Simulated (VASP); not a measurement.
A run of VASP 6.6.1:

The input POSCAR:

```
NaI
1.0
    0.0283185000      3.2364000000      3.2364000000
    3.2647185000      0.0000000000      3.2647185000
    3.2364000000      3.2364000000      0.0283185000
Na I
1 1
Direct
    0.0000000000      0.0000000000      0.0000000000
    0.5000000000      0.5000000000      0.5000000000
```

INCAR.step1

```
PREC     = Accurate       # precision mode
ENCUT    = 520            # plane-wave cutoff, eV
ISMEAR   = 0              # smearing method
SIGMA    = 0.05           # smearing width, eV
LREAL    = F              # projectors in reciprocal space
LASPH    = T              # aspherical terms in the spheres
NELM     = 100            # most SCF steps
NBANDS   = 14             # bands
GGA      = PE             # functional
ALGO     = Normal         # electronic algorithm
EDIFF    = 1E-4           # SCF threshold, eV
LWAVE    = T              # write WAVECAR
LCHARG   = F              # write CHGCAR
```

The input INCAR.step2:

```
PREC     = Accurate       # precision mode
ENCUT    = 520            # plane-wave cutoff, eV
EDIFF    = 1E-6           # SCF threshold, eV
ISMEAR   = 0              # smearing method
SIGMA    = 0.05           # smearing width, eV
LREAL    = F              # projectors in reciprocal space
LASPH    = T              # aspherical terms in the spheres
NELM     = 100            # most SCF steps
ALGO     = Normal         # electronic algorithm
ISIF     = 2              # what is computed and relaxed
LWAVE    = F              # write WAVECAR
LCHARG   = F              # write CHGCAR
METAGGA  = R2SCAN         # meta-GGA
LMIXTAU  = T            
NBANDS   = 14             # bands
ISTART   = 1
```

File KPOINTS:

```
regular mesh
0
Gamma
  6 6 6
```

Potentials or basis: VASP PAW PBE potentials, release 64 (Na_pv, I).

Command:

```sh
$ cat potpaw_PBE.64/Na_pv/POTCAR potpaw_PBE.64/I/POTCAR > POTCAR
$ cp INCAR.step1 INCAR
$ mpirun -np 1 vasp_std > vasp.out
$ cp INCAR.step2 INCAR
$ mpirun -np 1 vasp_std > vasp.out
```

Hardware: 1 thread of AMD EPYC 9R45 (Zen 5) (shared host).

Q: Estimate the wall time of this run.

A: Run time: 110 s on 1 thread of AMD EPYC 9R45 (Zen 5), with other jobs on the host, peak memory 0.2 GiB. Counts: k points 46.
